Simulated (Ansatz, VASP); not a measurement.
## One calculation of RbAl3, two programs

```
Rb Al
1.0
     4.69974    0.00000    0.00000
     0.00000    4.69974    0.00000
     0.00000    0.00000    4.69974
Rb Al
1 3
Cartesian
  0.0000 0.0000 0.0000
  0.0000 2.3499 2.3499
  2.3499 0.0000 2.3499
  2.3499 2.3499 0.0000
```

Alike in both runs: task relaxation of cell and atoms; functional PBE; k mesh 10 × 10 × 10; occupations gaussian, width 0.1 eV; no spin polarisation.

```csv
,VASP,Ansatz
version,VASP 6.6.1,Ansatz 0.2.0
potentials or method,"VASP PAW PBE potentials, release 64 (Rb_sv, Al), cutoff 600 eV","scalar-relativistic, plane waves, PAW"
valence electrons in the cell,18,18
```

|  | VASP | Ansatz | Ansatz less VASP |
| --- | --- | --- | --- |
| gap on the k mesh at the Fermi level, each at its own relaxed structure (eV) | none | none | - |
| relaxed volume (Å³/atom) | 25.91 | 25.89 | -0.021 |
| relaxed cell length with the largest relative difference (Å) | 4.697 | 4.696 | -0.0013 |

A gap of «none» marks a metal or a gap that the smearing closes.
